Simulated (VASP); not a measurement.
Input of a VASP 6.6.1 run:

File INCAR:

```
SYSTEM = MgAs2C
PREC = Accurate ; ENCUT = 520
EDIFF = 1E-6 ; ISMEAR = -1
SIGMA = 0.02 ; LREAL = .FALSE.
LASPH = .TRUE. ; NELM = 100
ALGO = Normal ; ISIF = 2
LWAVE = .FALSE. ; LCHARG = .TRUE.
GGA = PE ; LELF = .TRUE.
LVHAR = .TRUE. ; NBANDS = 26
```

The input KPOINTS:

```
regular mesh
0
G
  6 6 6
  0 0 0
```

The input POSCAR:

```
MgAs2C
1.0
   -2.8983033891      2.8983033891      4.1662669726
    2.8983033891     -2.8983033891      4.1662669726
    2.8983033891      2.8983033891     -4.1662669726
Mg As C
2 4 2
Direct
    0.0000000000      0.0000000000      0.0000000000
    0.7500000000      0.2500000000      0.5000000000
    0.3750000000      0.4596287767      0.5846287767
    0.2096287767      0.6250000000      0.0846287767
    0.8750000000      0.7903712233      0.4153712233
    0.5403712233      0.1250000000     -0.0846287767
    0.5000000000      0.5000000000      0.0000000000
    0.2500000000      0.7500000000      0.5000000000
```

Potentials or basis: VASP PAW PBE potentials, release 64 (Mg, As, C).

The run is started by

```console
$ cat potpaw_PBE.64/Mg/POTCAR potpaw_PBE.64/As/POTCAR potpaw_PBE.64/C/POTCAR > POTCAR
$ mpirun -np 1 vasp_std > vasp.out
```

Task: Estimate the band gap on the k mesh.

Result: 0.06 eV, direct.

Task: Predict the pressure.

Result: 2.2 GPa.

Stress tensor (GPa, compression positive):
```
2.54 0.00 0.00
0.00 2.54 0.00
0.00 0.00 1.46
```

A k mesh can miss the band edges.
